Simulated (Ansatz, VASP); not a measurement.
## One calculation of Al3Ni2, two programs

```
Al Ni
1.0
     3.80639    0.00000    0.00000
    -1.90319    3.29643    0.00000
     0.00000    0.00000    4.98307
Al Ni
3 2
Direct
  0.00000 0.00000 0.00000
  0.33333 0.66667 0.64844
  0.66667 0.33333 0.35156
  0.33333 0.66667 0.14621
  0.66667 0.33333 0.85379
```

Change from the starting cell: strain -0.050 along x and y, +0.025 along z, atoms carried along.

Alike in both runs: task single point; functional r2SCAN; k mesh 12 × 12 × 10; occupations gaussian, width 0.15 eV; no spin polarisation.

|  | VASP | Ansatz |
| --- | --- | --- |
| version | VASP 6.6.1 | Ansatz 0.2.0 |
| potentials or method | VASP PAW PBE potentials, release 64 (Al, Ni), cutoff 520 eV | scalar-relativistic, plane waves, PAW |
| valence electrons in the cell | 29 | 45 |

Ansatz gave:

* gap on the k mesh at the Fermi level (eV): none
* pressure (GPa): 13.7
* traceless stress, the component that is largest in VASP (GPa): -12.45
* rms of the force components (eV/Å): 0.098

**Question.** What did VASP give for the same quantities?

**Answer.** gap on the k mesh at the Fermi level (eV): none; pressure (GPa): 13.4; traceless stress, the component that is largest in VASP (GPa): -12.35; rms of the force components (eV/Å): 0.107.

VASP's potentials were made for PBE, not for r2SCAN. Atom by atom the forces differ by 0.009 eV/Å (rms over components). A gap of «none» marks a metal or a gap that the smearing closes. The functional is the same, so the differences come from potentials, cutoffs and numerics. VASP's potentials hold 29 valence electrons a cell and Ansatz's 45, so a difference there can come from the potentials and not from the codes.
